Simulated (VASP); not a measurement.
# YTl in VASP: notebook

Runs on YTl. Level: LDA. Tasks: electric field gradients.

Everything below comes from runs of VASP 6.6.1. Logs are shortened: lines on timing, memory, paths and dates and some standing lists are left out, and cuts for length are marked.

## (1) The cell of the first run

The structure is cubic, space group Pm-3m (No. 221). The conventional cell has a = 3.800 Å, b = 3.800 Å, c = 3.800 Å, α = 90.00°, β = 90.00°, γ = 90.00°. Within 4.3 Å of Y (site symmetry m-3m) lie 8 Tl at 3.29 Å and 6 Y at 3.80 Å. Tl (site symmetry m-3m) has 8 Y at 3.29 Å and 6 Tl at 3.80 Å within 4.3 Å.

## (2) Electric field gradients, LDA (27.44 Å³/atom)

INCAR

```
PREC     = Accurate       # precision mode
ENCUT    = 520            # plane-wave cutoff, eV
EDIFF    = 1E-8           # SCF threshold, eV
ISMEAR   = -1             # smearing method
SIGMA    = 0.08           # smearing width, eV
LREAL    = False          # projectors in reciprocal space
LASPH    = True           # aspherical terms in the spheres
NELM     = 80             # most SCF steps
ALGO     = Normal         # electronic algorithm
ISIF     = 2              # what is computed and relaxed
LWAVE    = False          # write WAVECAR
LCHARG   = False          # write CHGCAR
LEFG     = True         
NBANDS   = 19             # bands
```

KPOINTS

```
regular mesh
0
Gamma
  11 11 11
```

POSCAR

```
YTl
1.0
    3.8003609237      0.0000000000      0.0000000000
    0.0000000000      3.8003609237      0.0000000000
    0.0000000000      0.0000000000      3.8003609237
Y Tl
1 1
Direct
    0.5000000000      0.5000000000      0.5000000000
    0.0000000000      0.0000000000      0.0000000000
```

Potentials or basis: VASP PAW LDA potentials, release 64 (Y_sv, Tl_d).

Launch:

```sh
$ cat potpaw_LDA.64/Y_sv/POTCAR potpaw_LDA.64/Tl_d/POTCAR > POTCAR
$ mpirun -np 1 vasp_std > vasp.out
```

OUTCAR:

```text
PREC = Accurate
   ENCUT = 520
   EDIFF = 1E-8
   ISMEAR = -1
   LREAL = False
   LASPH = True
   NELM = 80
   ISIF = 2

 ion  position               nearest neighbor table
   1  0.500  0.500  0.500-   2 3.29   2 3.29   2 3.29   2 3.29   2 3.29   2 3.29   2 3.29   2 3.29

   2  0.000  0.000  0.000-   1 3.29   1 3.29   1 3.29   1 3.29   1 3.29   1 3.29   1 3.29   1 3.29

  LATTYP: Found a simple cubic cell.
 ALAT       =     3.8003609237

  Lattice vectors:

 A1 = (   3.8003609237,   0.0000000000,   0.0000000000)
 A2 = (   0.0000000000,   3.8003609237,   0.0000000000)
 A3 = (   0.0000000000,   0.0000000000,   3.8003609237)

Analysis of symmetry for initial positions (statically):
=====================================================================
 Subroutine PRICEL returns:
 Original cell was already a primitive cell.

 Routine SETGRP: Setting up the symmetry group for a
 simple cubic supercell.

 Subroutine GETGRP returns: Found 48 space group operations
 (whereof 48 operations were pure point group operations)
 out of a pool of 48 trial point group operations.

The static configuration has the point symmetry O_h .

Analysis of symmetry for dynamics (positions and initial velocities):
=====================================================================
 Subroutine PRICEL returns:
 Original cell was already a primitive cell.

 Routine SETGRP: Setting up the symmetry group for a
 simple cubic supercell.

 Subroutine GETGRP returns: Found 48 space group operations
 (whereof 48 operations were pure point group operations)
 out of a pool of 48 trial point group operations.

The dynamic configuration has the point symmetry O_h .

 Subroutine INISYM returns: Found 48 space group operations
 (whereof 48 operations are pure point group operations),
 and found     1 'primitive' translations

----------------------------------------------------------------------------------------

                                     Primitive cell

  volume of cell :      54.8876

  direct lattice vectors                    reciprocal lattice vectors
     3.800360924  0.000000000  0.000000000     0.263132902  0.000000000  0.000000000
     0.000000000  3.800360924  0.000000000     0.000000000  0.263132902  0.000000000
     0.000000000  0.000000000  3.800360924     0.000000000  0.000000000  0.263132902

  length of vectors
     3.800360924  3.800360924  3.800360924     0.263132902  0.263132902  0.263132902

  position of ions in fractional coordinates (direct lattice)
     0.500000000  0.500000000  0.500000000
     0.000000000  0.000000000  0.000000000

  ion indices of the primitive-cell ions
   primitive index   ion index
                 1           1
                 2           2

----------------------------------------------------------------------------------------

 KPOINTS: regular mesh

Automatic generation of k-mesh.
 Grid dimensions read from file:
 generate k-points for:   11   11   11

 Generating k-lattice:

  Cartesian coordinates                     Fractional coordinates (reciprocal lattice)
     0.023921173  0.000000000  0.000000000     0.090909091  0.000000000  0.000000000
     0.000000000  0.023921173  0.000000000     0.000000000  0.090909091  0.000000000
     0.000000000  0.000000000  0.023921173     0.000000000  0.000000000  0.090909091

  Length of vectors
     0.023921173  0.023921173  0.023921173

  Shift w.r.t. Gamma in fractional coordinates (k-lattice)
     0.000000000  0.000000000  0.000000000

 Subroutine IBZKPT returns following result:
 ===========================================

 Found     56 irreducible k-points:

 Following reciprocal coordinates:
            Coordinates               Weight
  0.000000  0.000000  0.000000      1.000000
  0.090909  0.000000  0.000000      6.000000
  0.181818  0.000000  0.000000      6.000000
  0.272727  0.000000  0.000000      6.000000
  0.363636  0.000000  0.000000      6.000000
  0.454545  0.000000  0.000000      6.000000
[... 16 lines left out ...]
  0.181818  0.090909  0.090909     24.000000
  0.272727  0.090909  0.090909     24.000000
 [... further k-points ...]
   k-points           NKPTS =     56   k-points in BZ     NKDIM =     56   number of bands    NBANDS=     19
   number of dos      NEDOS =    301   number of ions     NIONS =      2
   total plane-waves  NPLWV =  21952
   dimension x,y,z NGX =    28 NGY =   28 NGZ =   28
   dimension x,y,z NGXF=    56 NGYF=   56 NGZF=   56
   ions per type =               1   1
   NGX,Y,Z   is equivalent  to a cutoff of  12.25, 12.25, 12.25 a.u.
   NGXF,Y,Z  is equivalent  to a cutoff of  24.50, 24.50, 24.50 a.u.
 SYSTEM =  unknown system
   PREC   = accura    normal or accurate (medium, high low for compatibility)
   ISTART =      0    job   : 0-new  1-cont  2-samecut
   ICHARG =      2    charge: 1-file 2-atom 10-const
   ISPIN  =      1    spin polarized calculation?
   LNONCOLLINEAR =      F non collinear calculations
   LSORBIT =      F    spin-orbit coupling
   LASPH  =      T    aspherical Exc in radial PAW
   ENCUT  =  520.0 eV  38.22 Ry    6.18 a.u.   7.07  7.07  7.07*2*pi/ulx,y,z
   NELM   =     80;   NELMIN=  2; NELMDL= -5     # of ELM steps
   EDIFF  = 0.1E-07   stopping-criterion for ELM
   LREAL  =      F    real-space projection
   EDIFFG = 0.1E-06   stopping-criterion for IOM
   NSW    =      0    number of steps for IOM
   IBRION =     -1    ionic relax: 0-MD 1-quasi-New 2-CG
   NFREE  =      0    steps in history (QN), initial steepest desc. (CG)
   ISIF   =      2    stress and relaxation
   ISYM   =      2    0-nonsym 1-usesym 2-fastsym
   POTIM  = 0.5000    time-step for ionic-motion
   TEBEG  =    0.0;   TEEND  =   0.0 temperature during run
   PSTRESS=    0.0 pullay stress
   NELECT =      24.0000    total number of electrons
   NUPDOWN=      -1.0000    fix difference up-down
   EMIN   =  10.00;   EMAX   =-10.00  energy-range for DOS
   EFERMI =   0.00;   METHOD = LEGACY
   ISMEAR =    -1;   SIGMA  =   0.08  broadening in eV -4-tet -1-fermi 0-gaus
   EFERMI_NEDOS =   21; number of points for ismear=-14 and -15
   IALGO  =     38    algorithm
   IMIX   =      4    mixing-type and parameters
     AMIX     =   0.40;   BMIX     =  1.00
     AMIX_MAG =   1.60;   BMIX_MAG =  1.00
  volume/ion in A,a.u.               =      27.44       185.20
  Fermi-wavevector in a.u.,A,eV,Ry     =   1.242569  2.348114 21.007081  1.543977
  Thomas-Fermi vector in A             =   2.376917
   LORBIT       =      0    0 simple, 1 ext, 2 COOP (PROOUT), +10 PAW based schemes
   GGA     = CA    functional components
   LHFCALC =     F    Hartree Fock is set to
   AEXX    =    0.0000 exact exchange contribution
   IVDW    =     0    specifies the selected vdW correction
   LEPSILON=     F    determine dielectric tensor
   LRPA    =     F    only Hartree local field effects (RPA)
 non-spin polarized calculation
  energy-cutoff  :      520.00
  volume of cell :       54.89
 maximum number of plane-waves:      1492
   NGX = 15   NGY = 15   NGZ = 15

 number of electron      23.9999993 magnetization

 Free energy of the ion-electron system (eV)
  ---------------------------------------------------
  ext. energy  EPLUGINS =         0.00000000
  ---------------------------------------------------
  free energy    TOTEN  =       -10.84039547 eV

  energy without entropy =      -10.80880318  energy(sigma->0) =      -10.82459933

 E-fermi :   5.5934     XC(G=0): -10.5566

 val. band max:        5.5923787911   @ k =   0.3636   0.0909   0.0000
 cond. band min:       5.6066949364   @ k =   0.4545   0.0000   0.0000
 fundamental gap:      0.0143161453
 Fermi energy:         5.5933774921

 k-point     1 :       0.0000    0.0000    0.0000
  band No.  band energies     occupation
      1     -37.3488      2.00000
      2     -17.3842      2.00000
      3     -17.3842      2.00000
      4     -17.3842      2.00000
      5      -6.0483      2.00000
      6      -6.0483      2.00000
[... 11 lines left out ...]
     18       8.9015      0.00000
     19      10.6626      0.00000

 k-point     2 :       0.0909    0.0000    0.0000
  band No.  band energies     occupation
      1     -37.3479      2.00000
      2     -17.4003      2.00000
      3     -17.3831      2.00000
      4     -17.3831      2.00000
      5      -6.0454      2.00000
      6      -6.0281      2.00000
[... 11 lines left out ...]
     18       9.6203      0.00000
     19      11.3863      0.00000

 k-point     3 :       0.1818    0.0000    0.0000
  band No.  band energies     occupation
      1     -37.3456      2.00000
      2     -17.4432      2.00000
      3     -17.3803      2.00000
      4     -17.3803      2.00000
      5      -6.0374      2.00000
      6      -5.9741      2.00000
[... 11 lines left out ...]
     18      10.5646      0.00000
     19      12.4214      0.00000

 k-point     4 :       0.2727    0.0000    0.0000
  band No.  band energies     occupation
      1     -37.3424      2.00000
      2     -17.4986      2.00000
      3     -17.3766      2.00000
      4     -17.3766      2.00000
      5      -6.0268      2.00000
      6      -5.9043      2.00000
[... 11 lines left out ...]
     18      11.5898      0.00000
     19      13.0222      0.00000

 k-point     5 :       0.3636    0.0000    0.0000
  band No.  band energies     occupation
      1     -37.3396      2.00000
      2     -17.5488      2.00000
      3     -17.3732      2.00000
      4     -17.3732      2.00000
      5      -6.0171      2.00000
      6      -5.8783      2.00000
[... 11 lines left out ...]
     18      12.6931      0.00000
     19      13.0256      0.00000
[... 334 lines left out ...]
      2     -17.5445      2.00000
      3     -17.5437      2.00000
      4     -17.3512      2.00000
      5      -6.0561      2.00000
      6      -5.9304      2.00000
[... 11 lines left out ...]
     18      11.0526      0.00000
     19      11.2277      0.00000

 k-point    22 :       0.0909    0.0909    0.0909
  band No.  band energies     occupation
      1     -37.3462      2.00000
      2     -17.4010      2.00000
      3     -17.3963      2.00000
      4     -17.3963      2.00000
      5      -6.0137      2.00000
      6      -6.0137      2.00000
[... 11 lines left out ...]
     18       9.6180      0.00000
     19      12.8192      0.00000

 k-point    23 :       0.1818    0.0909    0.0909
  band No.  band energies     occupation
      1     -37.3438      2.00000
      2     -17.4403      2.00000
      3     -17.3954      2.00000
      4     -17.3934      2.00000
      5      -6.0068      2.00000
      6      -5.9595      2.00000
[... 11 lines left out ...]
     18      10.5686      0.00000
     19      13.8868      0.00000

 k-point    24 :       0.2727    0.0909    0.0909
  band No.  band energies     occupation
      1     -37.3407      2.00000
      2     -17.4946      2.00000
      3     -17.3907      2.00000
      4     -17.3896      2.00000
      5      -5.9978      2.00000
      6      -5.8896      2.00000
[... 11 lines left out ...]
     18      11.5466      0.00000
     19      14.3259      0.00000

 [... further k-points ...]
[... 5 lines left out ...]
  --------------------------------------------------------------------------------------
  -------------------------------------------------------------------------------------
  Total       -1.6828433     -1.6828433     -1.6828433     -0.0000000      0.0000000      0.0000000
  in kB      -49.1224165    -49.1224165    -49.1224165     -0.0000000      0.0000000      0.0000000
  external PRESSURE =     -49.1224165 kB  Pullay stress =       0.0000000 kB

 VOLUME and BASIS-vectors are now :
 -----------------------------------------------------------------------------
  energy-cutoff  :      520.00
  volume of cell :       54.89
      direct lattice vectors                 reciprocal lattice vectors
     3.800360924  0.000000000  0.000000000     0.263132902  0.000000000  0.000000000
     0.000000000  3.800360924  0.000000000     0.000000000  0.263132902  0.000000000
     0.000000000  0.000000000  3.800360924     0.000000000  0.000000000  0.263132902

 POSITION                                       TOTAL-FORCE (eV/Angst)
 -----------------------------------------------------------------------------------
      1.90018      1.90018      1.90018         0.000000      0.000000      0.000000
      0.00000      0.00000      0.00000         0.000000      0.000000      0.000000
 -----------------------------------------------------------------------------------
    total drift:                               -0.000000      0.000000      0.000000

  FREE ENERGIE OF THE ION-ELECTRON SYSTEM (eV)
  ---------------------------------------------------
  free  energy   TOTEN  =       -10.8403954724 eV

  energy  without entropy=      -10.8088031850  energy(sigma->0) =      -10.82459933

 Electric field gradients (V/A^2)
---------------------------------------------------------------------
 ion       V_xx      V_yy      V_zz      V_xy      V_xz      V_yz
---------------------------------------------------------------------
   1       0.000    -0.000     0.000     0.000     0.000    -0.000
   2      -0.000    -0.000     0.000    -0.000    -0.000    -0.000
---------------------------------------------------------------------

 Electric field gradients after diagonalization (V/A^2)
 (convention: |V_zz| > |V_xx| > |V_yy|)
----------------------------------------------------------------------
 ion       V_xx      V_yy      V_zz     asymmetry (V_yy - V_xx)/ V_zz
----------------------------------------------------------------------
   1      -0.000     0.000     0.000       1.302
   2      -0.000    -0.000     0.000       0.137
----------------------------------------------------------------------

           NMR quadrupolar parameters

 Cq : quadrupolar parameter    Cq=e*Q*V_zz/h
 eta: asymmetry parameters     (V_yy - V_xx)/ V_zz
 Q  : nuclear electric quadrupole moment in mb (millibarn)
----------------------------------------------------------------------
 ion       Cq(MHz)       eta       Q (mb)
----------------------------------------------------------------------
   1       0.000       1.302       1.000
   2       0.000       0.137       1.000
----------------------------------------------------------------------
```

Run time: 18 s. Hardware: 1 thread of Intel Xeon 6975P-C (Granite Rapids), shared host; peak memory 0.19 GiB.

Results:

```yaml
Free_energy: -10.8404 eV
Pressure: -4.9 GPa
Band_gap_on_the_k_mesh: zero (bands 12 and 13 overlap by 2.14 eV)
Largest_electric_field_gradient_by_atom: zero within the noise of the run
```

Caveat: the cell stands under tension; spin-orbit coupling is left out, which moves the levels of the heavy elements.

(Part 1 of 3 ends here.)
